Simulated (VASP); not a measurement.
Here is a VASP 6.6.1 calculation.

File INCAR:

```
SYSTEM = Si
PREC = Accurate
ENCUT = 520
EDIFF = 1E-7
ISMEAR = 0
SIGMA = 0.15
LREAL = .False.
LASPH = .True.
NELM = 100
ALGO = Normal
ISIF = 2
LWAVE = .False.
LCHARG = .False.
GGA = PS
NBANDS = 8
```

File KPOINTS:

```
regular mesh
0
Gamma
  22 22 22
  0 0 0
```

File POSCAR:

```
Si
1.0
    0.0000000000      1.9203846936      1.9203846936
    1.9108305409      0.0095541527      1.9108305409
    1.9108305409      1.9108305409      0.0095541527
Si
1
Direct
    0.0000000000      0.0000000000      0.0000000000
```

Potentials or basis: VASP PAW PBE potentials, release 64 (Si).

Command:

```bash
$ cat potpaw_PBE.64/Si/POTCAR > POTCAR
$ mpirun -np 1 vasp_std > vasp.out
```

Question: Predict the pressure.

Answer: 0.8 GPa.

Question: What does it give for the band gap on the k mesh?

Answer: Zero (bands 2 and 3 overlap by 14.47 eV).

Stress tensor (GPa, compression positive):
```
 0.80  0.00  0.00
 0.00  0.76 -0.07
 0.00 -0.07  0.76
```

Caveat: the cell differs from its parent crystal (strain +0.0100 x Voigt [0, 0, 0, 1, 0, 0]); the PAW data sets were made with another functional, which shifts forces and pressure a little.
